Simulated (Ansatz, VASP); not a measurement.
**One calculation of MoS2, two programs**

File INCAR:

```
ALGO = Normal
EDIFF = 1E-6
ENCUT = 520
GGA = RE
ISIF = 2
ISMEAR = -1
IVDW = 12
LASPH = T
LCHARG = F
LREAL = F
LWAVE = F
NBANDS = 20
NELM = 80
PREC = Accurate
SIGMA = 0.05
```

Contents of KPOINTS:

```
k-points
0
Gamma
  9 9 4
```

Contents of POSCAR:

```
MoS2
1.0
    3.1615794509      0.0000000000      0.0000000000
   -1.5807897255      2.7380081205      0.0000000000
    0.0000000000      0.0000000000      6.1836112739
Mo S
1 2
Direct
    0.0000000000      0.0000000000      0.5000000000
    0.6666666667      0.3333333333      0.7446806800
    0.3333333333      0.6666666667      0.2553193200
```

Contents of input.yaml:

```yaml
crystal:
  lattice:
    - [3.1615794509, 0.0, 0.0]
    - [-1.5807897255, 2.7380081205, 0.0]
    - [0.0, 0.0, 6.1836112739]
  atoms:
    - { symbol: Mo, position: [0.0, 0.0, 0.5] }
    - { symbol: S, position: [0.6666666667, 0.3333333333, 0.74468068] }
    - { symbol: S, position: [0.3333333333, 0.6666666667, 0.25531932] }
hamiltonian:
  xc: revpbe
  pseudopotentials: { kind: paw }
  dispersion: d3bj
kpoints:
  mp_grid: { grid: [9, 9, 4] }
scf:
  occupations: { method: fermi_dirac, width: 0.05 }
output:
  forces: true
  stress: true
  eigenvalues: true
```

Alike in both runs: task single point; functional revPBE; dispersion D3(BJ); k mesh 9 × 9 × 4; occupations fermi-dirac, width 0.05 eV; no spin polarisation.

```csv
,VASP,Ansatz
version,VASP 6.6.1,Ansatz 0.2.0
potentials or method,"VASP PAW PBE potentials, release 64 (Mo_sv, S)",Ansatz PAW
plane-wave cutoff (eV),520,420
valence electrons in the cell,26,26
```

```csv
,VASP,Ansatz,Ansatz less VASP
gap on the k mesh at the Fermi level (eV),none,none,-
pressure (GPa),4.6,4.9,+0.22
"traceless stress, the component that is largest in VASP (GPa)",2.74,2.74,-0.004
rms of the force components (eV/Å),0.655,0.665,+0.0099
```

VASP's potentials were made for PBE, not for revPBE. Atom by atom the forces differ by 0.010 eV/Å (rms over components). A gap of «none» marks a metal or a gap that the smearing closes.
